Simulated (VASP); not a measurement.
## Zr3H2: relaxation of cell and atoms with PBE

Zr3H2:

```
Zr H
1.0
     4.80747    0.00000    0.00000
    -2.40374    4.16339    0.00000
     0.00000    0.00000    3.70226
Zr H
3 2
Direct
  0.50000 0.00000 0.12500
  0.00000 0.50000 0.12500
  0.50000 0.50000 0.12500
  0.66667 0.33333 0.25000
  0.33333 0.66667 0.25000
```

The cell was generated, and may not be a known phase.

```json
{
 "Program": "VASP 6.6.1",
 "Task": "relaxation of cell and atoms",
 "Functional": "PBE",
 "Potentials or basis": "VASP PAW PBE potentials, release 64 (Zr_sv, H)",
 "Cutoff": "600 eV",
 "k mesh": "6 × 6 × 6",
 "Occupations": "gaussian, width 0.1 eV",
 "Spin": "no spin polarisation",
 "Dipole correction": "no",
 "Further INCAR settings": "ALGO = Fast; EDIFF = 1e-06; IBRION = 2; EDIFFG = -0.04; NSW = 90; ISIF = 3"
}
```

```
Relaxed volume                        : 18.12 Å³/atom
Relaxed cell                          : a = 5.932 Å, b = 5.932 Å, c = 2.974 Å, α = 90.00°, β = 90.00°, γ = 120.00°
Space group after relaxing (to 0.1 Å) : P6/mmm (No. 191)
Energy gained by relaxing             : 3170.6 meV/atom
Ionic steps                           : 23
Pressure after relaxing               : 0.1 GPa
Largest force after relaxing          : 0.034 eV/Å
Band gap on the k mesh                : zero (bands 19 and 20 overlap by 1.30 eV)
```

Forces in eV/Å, atoms in the order of the input:
```
Zr   0.000  0.000  0.023
Zr   0.000  0.000  0.023
Zr   0.000  0.000  0.023
H    0.000  0.000 -0.034
H    0.000  0.000 -0.034
```

Stress tensor (GPa, compression positive):
```
 0.23  0.00  0.00
 0.00  0.23  0.00
 0.00  0.00 -0.10
```

The path:
```
step  energy change (eV)  largest force (eV/Å)  pressure (GPa)  volume (Å³)
   1              0.0000                7.4391           78.48        74.10
   2            -10.2909                0.6908          -12.23       172.88
   3            -13.5145                0.6283           -3.72       121.77
   4            -14.0541                0.6942           -2.82       113.61
   5            -14.5168                1.0909            8.93        89.42
   6            -14.6907                0.9472            0.93       100.79
   7            -14.7608                0.9887            2.95        97.07
   8            -14.7626                0.9965            3.66        95.94
   9            -14.9458                0.7120            0.21        98.52
  10            -14.9458                0.7099            0.18        98.53
  11            -15.2198                0.6988           -2.73       100.22
  12            -15.4776                0.1488           -7.67       104.15
  13            -15.5622                0.0640           -7.14       102.47
  14            -15.6540                0.1359           -5.66        99.38
  15            -15.6626                0.2363           -4.86        98.07
  16            -15.7368                0.2202           -3.89        96.35
  17            -15.8405                0.1524           -1.05        92.17
  18            -15.8463                0.1189            0.11        90.78
  19            -15.8465                0.1241           -0.06        90.97
  20            -15.8485                0.1094            0.02        90.84
  21            -15.8519                0.0648            0.28        90.43
  22            -15.8520                0.0521            0.35        90.32
  23            -15.8530                0.0340            0.12        90.62
```

Final structure:
```
Zr H
1.0
     5.93156    0.00000    0.00000
    -2.96578    5.13688    0.00000
     0.00000    0.00000    2.97408
Zr H
3 2
Direct
  0.50000 0.00000 0.97346
  0.00000 0.50000 0.97346
  0.50000 0.50000 0.97346
  0.66667 0.33333 0.47731
  0.33333 0.66667 0.47731
```

Levels at points of the mesh, in eV from the Fermi level:
| k point | band 17 | band 18 | band 19 | band 20 | band 21 | band 22 |
| --- | --- | --- | --- | --- | --- | --- |
| (0.00, 0.00, 0.00) | -1.99 | -1.74 | -0.86 | -0.86 | 1.29 | 2.12 |
| (0.50, 0.00, 0.00) | -1.50 | -1.34 | -0.57 | 0.21 | 0.35 | 0.39 |
| (0.00, 0.00, 0.50) | -1.77 | -0.51 | -0.51 | -0.36 | 2.06 | 2.35 |
| (0.50, 0.00, 0.50) | -0.65 | -0.07 | 0.21 | 0.79 | 1.36 | 1.62 |

It took 49 min on 1 thread of Oxide Virtual Turin-like Processor, on a shared host, peak memory 0.22 GiB.

Caveat: the volume moved by over 15 % at a fixed basis, so the end points are rough.
